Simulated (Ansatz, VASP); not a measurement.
**Ta: VASP beside Ansatz**

```
Ta
1.0
    -1.65128    1.65128    1.65128
     1.65128   -1.65128    1.65128
     1.65128    1.65128   -1.65128
Ta
1
Direct
  0.00000 0.00000 0.00000
```

Alike in both runs: functional PBE0; dispersion D3(BJ); k mesh 6 × 6 × 6; occupations methfessel-paxton of order 1, width 0.2 eV; no spin polarisation.

|  | VASP | Ansatz |
| --- | --- | --- |
| version | VASP 6.6.1 | Ansatz 0.2.0 |
| potentials or method | VASP PAW PBE potentials, release 64 (Ta_pv) | Ansatz PAW |
| plane-wave cutoff (eV) | 520 | 420 |
| valence electrons in the cell | 11 | 13 |
| task | single point | density of states |

```csv
,VASP,Ansatz,Ansatz less VASP
gap on the k mesh at the Fermi level (eV),none,none,-
pressure (GPa),-3.7,-2.4,+1.30
```

A gap of «none» marks a metal or a gap that the smearing closes. VASP's potentials hold 11 valence electrons a cell and Ansatz's 13, so a difference there can come from the potentials and not from the codes.

The k mesh is coarse, so the values compare programs but aren't converged. Spin-orbit coupling is off throughout.
